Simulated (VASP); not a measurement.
Na, 1 atom in the cell. The structure is cubic, space group Fm-3m (No. 225). Conventional cell: a = 5.363 Å, b = 5.363 Å, c = 5.363 Å, α = 90.00°, β = 90.00°, γ = 90.00°. Within 5.0 Å of Na (site symmetry m-3m) lie 12 Na at 3.79 Å.  This cell differs from its parent crystal: volume scaled by 1.04.

| Property | Result |
| --- | --- |
| Program | VASP 6.6.1 |
| Task | single point |
| Functional | PBE |
| Potentials or basis | VASP PAW PBE potentials, release 64 (Na_pv) |
| Cutoff | 520 eV |
| k mesh | 17 × 17 × 17 |
| Occupations | fermi-dirac, width 0.1 eV |
| Spin | no spin polarisation |
| Dipole correction | no |
| Further INCAR settings | ALGO = Normal; EDIFF = 1e-06; NBANDS = 10 |

Potentials or basis: VASP PAW PBE potentials, release 64 (Na_pv).

Run with:

```bash
$ cat potpaw_PBE.64/Na_pv/POTCAR > POTCAR
$ mpirun -np 1 vasp_std > vasp.out
```

Hardware: 1 thread of Intel(R) Xeon(R) Platinum 8559C (Emerald Rapids) (shared host).

**Question.** How long does it take, and how much memory?

**Answer.** Run time: 18 s on 1 thread of Intel(R) Xeon(R) Platinum 8559C (Emerald Rapids), on a shared host, peak memory 0.18 GiB. Counts: scf iterations 9, k points 165.
